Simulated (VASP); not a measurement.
# Ir4W in VASP: further runs

Ir4W is run at these levels: PBE; tasks: single point, relaxation of cell and atoms.

Everything below comes from runs of VASP 6.6.1. Logs are shortened: lines on timing, memory, paths and dates and some standing lists are left out, and cuts for length are marked.

### 1 The cell of the first run

The typed cell holds 5 atoms: a = 3.896 Å, b = 3.896 Å, c = 5.827 Å, α = 90.00°, β = 90.00°, γ = 90.04°.

### 2 Single point, PBE

The input, INCAR:

```
SYSTEM = Ir4W
PREC = Accurate
ENCUT = 520
EDIFF = 1E-7
ISMEAR = 0
SIGMA = 0.2
LREAL = .FALSE.
LASPH = .TRUE.
NELM = 60
ALGO = Normal
ISIF = 2
LWAVE = .FALSE.
LCHARG = .TRUE.
GGA = PE
LELF = .TRUE.
LVHAR = .TRUE.
NBANDS = 33
```

The input, KPOINTS:

```
regular mesh
0
G
  4 4 3
  0 0 0
```

The input, POSCAR:

```
Ir4W
1.0
    2.7541735476     -2.7562439567      0.0000000000
    2.7541735476      2.7562439567      0.0000000000
    0.0000000000      0.0000000000      5.8273974256
Ir W
4 1
Direct
    0.0000000000      0.5000000000      0.2147666738
    0.5000000000      0.0000000000      0.7852333262
    0.0000000000      0.5000000000      0.7852333262
    0.5000000000      0.0000000000      0.2147666738
    0.0000000000      0.0000000000      0.5000000000
```

Potentials or basis: VASP PAW PBE potentials, release 64 (Ir, W_sv).

The run is started by

```
cat potpaw_PBE.64/Ir/POTCAR potpaw_PBE.64/W_sv/POTCAR > POTCAR
mpirun -np 1 vasp_std > vasp.out
```

OUTCAR:

```text
SYSTEM = Ir4W
   PREC = Accurate
   ENCUT = 520
   EDIFF = 1E-7
   ISMEAR = 0
   LREAL = .FALSE.
   LASPH = .TRUE.
   NELM = 60
   ISIF = 2
   GGA = PE

 ion  position               nearest neighbor table
   1  0.000  0.500  0.215-   3 2.50   5 2.56   5 2.56   4 2.75   4 2.75   4 2.76   4 2.76   3 3.32

   2  0.500  0.000  0.785-   4 2.50   5 2.56   5 2.56   3 2.75   3 2.75   3 2.76   3 2.76   4 3.32

   3  0.000  0.500  0.785-   1 2.50   5 2.56   5 2.56   2 2.75   2 2.75   2 2.76   2 2.76   1 3.32

   4  0.500  0.000  0.215-   2 2.50   5 2.56   5 2.56   1 2.75   1 2.75   1 2.76   1 2.76   2 3.32

   5  0.000  0.000  0.500-   1 2.56   2 2.56   3 2.56   4 2.56   1 2.56   3 2.56   2 2.56   4 2.56

  LATTYP: Found a base centered orthorhombic cell.
 ALAT       =     5.5083470952
 B/A-ratio  =     1.0007517352
 C/A-ratio  =     1.0579212466

  Lattice vectors:

 A1 = (   2.7541735476,  -2.7562439567,   0.0000000000)
 A2 = (   2.7541735476,   2.7562439567,   0.0000000000)
 A3 = (   0.0000000000,   0.0000000000,   5.8273974256)

Analysis of symmetry for initial positions (statically):
=====================================================================
 Subroutine PRICEL returns:
 Original cell was already a primitive cell.

 Routine SETGRP: Setting up the symmetry group for a
 base centered orthorhombic supercell.

 Subroutine GETGRP returns: Found  8 space group operations
 (whereof  8 operations were pure point group operations)
 out of a pool of  8 trial point group operations.

The static configuration has the point symmetry D_2h.

Analysis of symmetry for dynamics (positions and initial velocities):
=====================================================================
 Subroutine PRICEL returns:
 Original cell was already a primitive cell.

 Routine SETGRP: Setting up the symmetry group for a
 base centered orthorhombic supercell.

 Subroutine GETGRP returns: Found  8 space group operations
 (whereof  8 operations were pure point group operations)
 out of a pool of  8 trial point group operations.

The dynamic configuration has the point symmetry D_2h.

 Subroutine INISYM returns: Found  8 space group operations
 (whereof  8 operations are pure point group operations),
 and found     1 'primitive' translations

----------------------------------------------------------------------------------------

                                     Primitive cell

  volume of cell :      88.4736

  direct lattice vectors                    reciprocal lattice vectors
     2.754173548 -2.756243957  0.000000000     0.181542663 -0.181406293  0.000000000
     2.754173548  2.756243957  0.000000000     0.181542663  0.181406293  0.000000000
     0.000000000  0.000000000  5.827397426     0.000000000  0.000000000  0.171603192

  length of vectors
     3.896453859  3.896453859  5.827397426     0.256643686  0.256643686  0.171603192

  position of ions in fractional coordinates (direct lattice)
     0.000000000  0.500000000  0.214766674
     0.500000000  0.000000000  0.785233326
     0.000000000  0.500000000  0.785233326
     0.500000000  0.000000000  0.214766674
     0.000000000  0.000000000  0.500000000

  ion indices of the primitive-cell ions
   primitive index   ion index
                 1           1
                 2           2
                 3           3
                 4           4
                 5           5

----------------------------------------------------------------------------------------

 KPOINTS: regular mesh

Automatic generation of k-mesh.
 Grid dimensions read from file:
 generate k-points for:    4    4    3

 Generating k-lattice:

  Cartesian coordinates                     Fractional coordinates (reciprocal lattice)
     0.045385666 -0.045351573  0.000000000     0.250000000  0.000000000  0.000000000
     0.045385666  0.045351573  0.000000000     0.000000000  0.250000000  0.000000000
     0.000000000  0.000000000  0.057201064     0.000000000  0.000000000  0.333333333

  Length of vectors
     0.064160922  0.064160922  0.057201064

  Shift w.r.t. Gamma in fractional coordinates (k-lattice)
     0.000000000  0.000000000  0.000000000

 Subroutine IBZKPT returns following result:
 ===========================================

 Found     14 irreducible k-points:

 Following reciprocal coordinates:
            Coordinates               Weight
  0.000000  0.000000  0.000000      1.000000
  0.250000  0.000000  0.000000      4.000000
  0.500000  0.000000  0.000000      2.000000
  0.250000  0.250000  0.000000      2.000000
  0.500000  0.250000  0.000000      4.000000
 -0.250000  0.250000  0.000000      2.000000
  0.500000  0.500000  0.000000      1.000000
  0.000000  0.000000  0.333333      2.000000
  0.250000  0.000000  0.333333      8.000000
  0.500000  0.000000  0.333333      4.000000
  0.250000  0.250000  0.333333      4.000000
  0.500000  0.250000  0.333333      8.000000
 -0.250000  0.250000  0.333333      4.000000
  0.500000  0.500000  0.333333      2.000000
   k-points           NKPTS =     14   k-points in BZ     NKDIM =     14   number of bands    NBANDS=     33
   number of dos      NEDOS =    301   number of ions     NIONS =      5
   total plane-waves  NPLWV =  43200
   dimension x,y,z NGX =    30 NGY =   30 NGZ =   48
   dimension x,y,z NGXF=    60 NGYF=   60 NGZF=   96
   ions per type =               4   1
   NGX,Y,Z   is equivalent  to a cutoff of  12.80, 12.80, 13.69 a.u.
   NGXF,Y,Z  is equivalent  to a cutoff of  25.60, 25.60, 27.39 a.u.
 SYSTEM =  Ir4W
   PREC   = accura    normal or accurate (medium, high low for compatibility)
   ISTART =      0    job   : 0-new  1-cont  2-samecut
   ICHARG =      2    charge: 1-file 2-atom 10-const
   ISPIN  =      1    spin polarized calculation?
   LNONCOLLINEAR =      F non collinear calculations
   LSORBIT =      F    spin-orbit coupling
   LASPH  =      T    aspherical Exc in radial PAW
   ENCUT  =  520.0 eV  38.22 Ry    6.18 a.u.   7.24  7.24 10.84*2*pi/ulx,y,z
   NELM   =     60;   NELMIN=  2; NELMDL= -5     # of ELM steps
   EDIFF  = 0.1E-06   stopping-criterion for ELM
   LREAL  =      F    real-space projection
   EDIFFG = 0.1E-05   stopping-criterion for IOM
   NSW    =      0    number of steps for IOM
   IBRION =     -1    ionic relax: 0-MD 1-quasi-New 2-CG
   NFREE  =      0    steps in history (QN), initial steepest desc. (CG)
   ISIF   =      2    stress and relaxation
   ISYM   =      2    0-nonsym 1-usesym 2-fastsym
   POTIM  = 0.5000    time-step for ionic-motion
   TEBEG  =    0.0;   TEEND  =   0.0 temperature during run
   PSTRESS=    0.0 pullay stress
   NELECT =      50.0000    total number of electrons
   NUPDOWN=      -1.0000    fix difference up-down
   EMIN   =  10.00;   EMAX   =-10.00  energy-range for DOS
   EFERMI =   0.00;   METHOD = LEGACY
   ISMEAR =     0;   SIGMA  =   0.20  broadening in eV -4-tet -1-fermi 0-gaus
   EFERMI_NEDOS =   21; number of points for ismear=-14 and -15
   IALGO  =     38    algorithm
   IMIX   =      4    mixing-type and parameters
     AMIX     =   0.40;   BMIX     =  1.00
     AMIX_MAG =   1.60;   BMIX_MAG =  1.00
  volume/ion in A,a.u.               =      17.69       119.41
  Fermi-wavevector in a.u.,A,eV,Ry     =   1.353506  2.557756 24.925594  1.831979
  Thomas-Fermi vector in A             =   2.480756
   LORBIT       =      0    0 simple, 1 ext, 2 COOP (PROOUT), +10 PAW based schemes
   GGA     = PE    functional components
   LHFCALC =     F    Hartree Fock is set to
   AEXX    =    0.0000 exact exchange contribution
   IVDW    =     0    specifies the selected vdW correction
   LEPSILON=     F    determine dielectric tensor
   LRPA    =     F    only Hartree local field effects (RPA)
 non-spin polarized calculation
 Gauss-broadening in eV      SIGMA  =   0.20
  energy-cutoff  :      520.00
  volume of cell :       88.47
 maximum number of plane-waves:      2410
 NGX is ok and might be reduce to    30
   NGX = 15   NGY = 15   NGZ = 21

 number of electron      49.9999998 magnetization

 Free energy of the ion-electron system (eV)
  ---------------------------------------------------
  ext. energy  EPLUGINS =         0.00000000
  ---------------------------------------------------
  free energy    TOTEN  =       -45.60054822 eV

  energy without entropy =      -45.48104506  energy(sigma->0) =      -45.54079664

 E-fermi :   7.4543     XC(G=0): -12.5152

 val. band max:        7.4255389133   @ k =   0.5000   0.5000   0.0000
 cond. band min:       7.4828479098   @ k =   0.5000   0.2500   0.3333
 fundamental gap:      0.0573089965
 Fermi energy:         7.4543213521

 k-point     1 :       0.0000    0.0000    0.0000
  band No.  band energies     occupation
      1     -67.0444      2.00000
      2     -31.3146      2.00000
      3     -31.2573      2.00000
      4     -31.2569      2.00000
      5      -1.4749      2.00000
      6       0.9417      2.00000
[... 25 lines left out ...]
     32      10.5326      0.00000
     33      10.8162      0.00000

 k-point     2 :       0.2500    0.0000    0.0000
  band No.  band energies     occupation
      1     -67.0442      2.00000
      2     -31.3108      2.00000
      3     -31.2651      2.00000
      4     -31.2566      2.00000
      5      -0.6747      2.00000
      6       1.4166      2.00000
[... 25 lines left out ...]
     32      10.4110      0.00000
     33      11.2355      0.00000
[... 394 lines left out ...]
     32      11.4344      0.00000
     33      12.3496      0.00000

 k-point    14 :       0.5000    0.5000    0.3333
  band No.  band energies     occupation
      1     -67.0435      2.00000
      2     -31.3000      2.00000
      3     -31.2719      2.00000
      4     -31.2715      2.00000
      5       1.4330      2.00000
      6       1.4407      2.00000
[... 25 lines left out ...]
     32      11.0324      0.00000
     33      11.0488      0.00000

------------------------ aborting loop because EDIFF is reached ----------------------------------------

  FORCE on cell =-STRESS in cart. coord.  units (eV):
  Direction    XX          YY          ZZ          XY          YZ          ZX
  --------------------------------------------------------------------------------------
  -------------------------------------------------------------------------------------
  Total        0.2190601      0.1303102      0.1704404      0.0000000      0.0000000      0.0000000
  in kB        3.9669823      2.3598017      3.0865238      0.0000000      0.0000000      0.0000000
  external PRESSURE =       3.1377693 kB  Pullay stress =       0.0000000 kB

 VOLUME and BASIS-vectors are now :
 -----------------------------------------------------------------------------
  energy-cutoff  :      520.00
  volume of cell :       88.47
      direct lattice vectors                 reciprocal lattice vectors
     2.754173548 -2.756243957  0.000000000     0.181542663 -0.181406293  0.000000000
     2.754173548  2.756243957  0.000000000     0.181542663  0.181406293  0.000000000
     0.000000000  0.000000000  5.827397426     0.000000000  0.000000000  0.171603192

 POSITION                                       TOTAL-FORCE (eV/Angst)
 -----------------------------------------------------------------------------------
      1.37709      1.37812      1.25153         0.000000     -0.000000     -0.032072
      1.37709     -1.37812      4.57587        -0.000000     -0.000000      0.032072
      1.37709      1.37812      4.57587        -0.000000     -0.000000      0.032072
      1.37709     -1.37812      1.25153         0.000000      0.000000     -0.032072
      0.00000      0.00000      2.91370         0.000000      0.000000      0.000000
 -----------------------------------------------------------------------------------
    total drift:                                0.000000      0.000000      0.000000

  FREE ENERGIE OF THE ION-ELECTRON SYSTEM (eV)
  ---------------------------------------------------
  free  energy   TOTEN  =       -45.6005482214 eV

  energy  without entropy=      -45.4810450584  energy(sigma->0) =      -45.54079664
```

Wall time 27 s (1 thread of AMD EPYC 9R45 (Zen 5), shared host); peak memory 0.18 GiB.

What came out:

```
Free energy            : -45.6005 eV
Pressure               : 0.3 GPa
Largest force          : 0.032 eV/Å
Band gap on the k mesh : zero (band 25 reaches 8.56 eV, above the bottom of band 26 at 6.41 eV)
```

Forces in eV/Å, atoms in the order of the input:
```
Ir   0.000  0.000 -0.032
Ir   0.000  0.000  0.032
Ir   0.000  0.000  0.032
Ir   0.000  0.000 -0.032
W    0.000  0.000  0.000
```

Caveat: the k points lie up to 0.40 Å⁻¹ apart; spin-orbit coupling is left out, which moves the levels of the heavy elements.

### 3 Single point, PBE

This run uses another cell than the first one, of 17.53 Å³/atom, 0.991 times its volume.

The input, INCAR:

```
PREC = Accurate ; ENCUT = 520
EDIFF = 1E-6 ; ISMEAR = 0
SIGMA = 0.1 ; LREAL = F
LASPH = T ; NELM = 60
ALGO = Fast ; ISIF = 2
LWAVE = F ; LCHARG = T
GGA = PE ; LELF = T
LVHAR = T ; NBANDS = 33
```

The input, KPOINTS:

```
regular mesh
0
Gamma
  8 8 6
```

The input, POSCAR:

```
Ir4W
1.0
    3.8327959760      0.0000000000      0.0000000000
    0.0000000000      3.8327959760      0.0000000000
    0.0000000000      0.0000000000      5.9665832224
Ir W
4 1
Direct
    0.0000000000      0.5000000000      0.2097138640
    0.5000000000      0.0000000000      0.7902861360
    0.0000000000      0.5000000000      0.7902861360
    0.5000000000      0.0000000000      0.2097138640
    0.0000000000      0.0000000000      0.5000000000
```

Potentials or basis: VASP PAW PBE potentials, release 64 (Ir, W_sv).

The run is started by

```
cat potpaw_PBE.64/Ir/POTCAR potpaw_PBE.64/W_sv/POTCAR > POTCAR
mpirun -np 1 vasp_std > vasp.out
```

OUTCAR:

```text
PREC = Accurate
   ENCUT = 520
   EDIFF = 1E-6
   ISMEAR = 0
   LREAL = F
   LASPH = T
   NELM = 60
   ISIF = 2
   GGA = PE

 ion  position               nearest neighbor table
   1  0.000  0.500  0.210-   3 2.50   5 2.58   5 2.58   4 2.71   4 2.71   4 2.71   4 2.71
   2  0.500  0.000  0.790-   4 2.50   5 2.58   5 2.58   3 2.71   3 2.71   3 2.71   3 2.71
   3  0.000  0.500  0.790-   1 2.50   5 2.58   5 2.58   2 2.71   2 2.71   2 2.71   2 2.71
   4  0.500  0.000  0.210-   2 2.50   5 2.58   5 2.58   1 2.71   1 2.71   1 2.71   1 2.71
[... 1071 lines left out ...]
  --------------------------------------------------------------------------------------
  -------------------------------------------------------------------------------------
  Total        0.1967551      0.1967551      0.2837204      0.0000000      0.0000000      0.0000000
  in kB        3.5964953      3.5964953      5.1861382      0.0000000      0.0000000      0.0000000
  external PRESSURE =       4.1263763 kB  Pullay stress =       0.0000000 kB

 VOLUME and BASIS-vectors are now :
 -----------------------------------------------------------------------------
  energy-cutoff  :      520.00
  volume of cell :       87.65
      direct lattice vectors                 reciprocal lattice vectors
     3.832795976  0.000000000  0.000000000     0.260906139  0.000000000  0.000000000
     0.000000000  3.832795976  0.000000000     0.000000000  0.260906139  0.000000000
     0.000000000  0.000000000  5.966583222     0.000000000  0.000000000  0.167600109

 POSITION                                       TOTAL-FORCE (eV/Angst)
 -----------------------------------------------------------------------------------
      0.00000      1.91640      1.25128        -0.000000      0.000000     -0.027166
      1.91640      0.00000      4.71531         0.000000     -0.000000      0.027166
      0.00000      1.91640      4.71531        -0.000000      0.000000      0.027166
      1.91640      0.00000      1.25128         0.000000     -0.000000     -0.027166
      0.00000      0.00000      2.98329         0.000000     -0.000000      0.000000
 -----------------------------------------------------------------------------------
    total drift:                               -0.000000      0.000000      0.000000

  FREE ENERGIE OF THE ION-ELECTRON SYSTEM (eV)
  ---------------------------------------------------
  free  energy   TOTEN  =       -45.6491577146 eV

  energy  without entropy=      -45.6269398579  energy(sigma->0) =      -45.63804879
```

stdout:

```text
POSCAR found type information on POSCAR IrW
 POSCAR found :  2 types and       5 ions
 scaLAPACK will be used
 LDA part: xc-table for (Slater+PW92), standard interpolation
 POSCAR, INCAR and KPOINTS ok, starting setup
 FFT: planning ... GRIDC
 FFT: planning ... GRID_SOFT
 FFT: planning ... GRID
 WAVECAR not read
 entering main loop
```

Wall time 1.9 min (1 thread of AMD EPYC 9R45 (Zen 5), shared host); peak memory 0.27 GiB.

What came out:

```
Free energy            : -45.6492 eV
Pressure               : 0.4 GPa
Largest force          : 0.027 eV/Å
Band gap on the k mesh : zero (band 25 reaches 8.66 eV, above the bottom of band 26 at 6.38 eV)
```

Forces in eV/Å, atoms in the order of the input:
```
Ir   0.000  0.000 -0.027
Ir   0.000  0.000  0.027
Ir   0.000  0.000  0.027
Ir   0.000  0.000 -0.027
W    0.000  0.000  0.000
```

Levels at points of the mesh, in eV from the Fermi level:
```csv
k point,band 21,band 22,band 23,band 24,band 25,band 26,band 27,band 28,band 29,band 30
"(0.00, 0.00, 0.00)",-0.02,-0.02,0.75,0.90,1.15,1.32,1.50,2.26,2.39,2.41
"(0.50, 0.00, 0.00)",-1.60,-1.50,-1.29,-0.80,-0.79,-0.51,-0.37,0.56,1.47,1.52
"(0.50, 0.50, 0.00)",-1.56,-1.01,0.10,0.10,0.14,0.73,1.12,2.67,2.67,2.69
"(0.00, 0.00, 0.50)",0.00,0.00,0.57,0.72,0.79,0.79,1.03,2.26,2.40,2.88
"(0.50, 0.00, 0.50)",-2.41,-2.13,-1.53,-1.19,-1.18,-1.12,-0.71,-0.06,2.07,2.12
"(0.50, 0.50, 0.50)",-1.23,-1.23,-0.86,-0.76,0.23,0.52,0.87,1.28,1.28,1.35
```

Caveat: spin-orbit coupling is left out, which moves the levels of the heavy elements.

[end of part 1 of 2]
